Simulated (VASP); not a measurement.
Li: single point with LDA

Crystal: Li.

```xyz
3
Lattice="1.4799 0.8544 7.2009 -1.4799 0.8544 7.2009 0.0000 -1.7088 7.2009" Properties=species:S:1:pos:R:3 pbc="T T T"
Li   -1.4799    0.8544    7.2009
Li    0.0000    0.0000    4.7985
Li    0.0000    0.0000   16.8043
```

```json
{
 "Program": "VASP 6.6.1",
 "Task": "single point",
 "Functional": "LDA",
 "Potentials or basis": "VASP PAW LDA potentials, release 64 (Li_sv)",
 "Cutoff": "520 eV",
 "k mesh": "14 × 14 × 14",
 "Occupations": "fermi-dirac, width 0.1 eV",
 "Spin": "no spin polarisation"
}
```

```yaml
Largest_force: 0.006 eV/Å
Band_gap_on_the_k_mesh: zero (an odd number of electrons rules out a gap without spin polarisation)
```

Forces on the atoms (eV/Å):
```
Li   0.000  0.000  0.000
Li   0.000  0.000  0.006
Li   0.000  0.000 -0.006
```

Levels at points of the mesh, in eV from the Fermi level:
| k point | band 1 | band 2 | band 3 | band 4 | band 5 | band 6 | band 7 | band 8 | band 9 | band 10 |
| --- | --- | --- | --- | --- | --- | --- | --- | --- | --- | --- |
| (0.00, 0.00, 0.00) | -45.45 | -45.43 | -45.42 | -3.61 | -1.61 | -1.61 | 6.25 | 6.26 | 13.52 | 13.52 |
| (0.50, 0.00, 0.00) | -45.42 | -45.41 | -45.41 | -0.11 | 0.90 | 1.07 | 4.12 | 4.23 | 4.86 | 9.11 |
| (0.50, 0.50, 0.00) | -45.42 | -45.41 | -45.41 | 0.22 | 0.28 | 1.27 | 3.62 | 4.75 | 5.95 | 7.33 |
| (0.50, 0.50, 0.50) | -45.44 | -45.44 | -45.42 | -3.11 | -3.10 | -0.03 | 3.40 | 11.36 | 11.39 | 13.18 |

Run time: 7.8 min on 1 thread of AMD EPYC 9R45 (Zen 5) (shared host), peak memory 0.34 GiB.
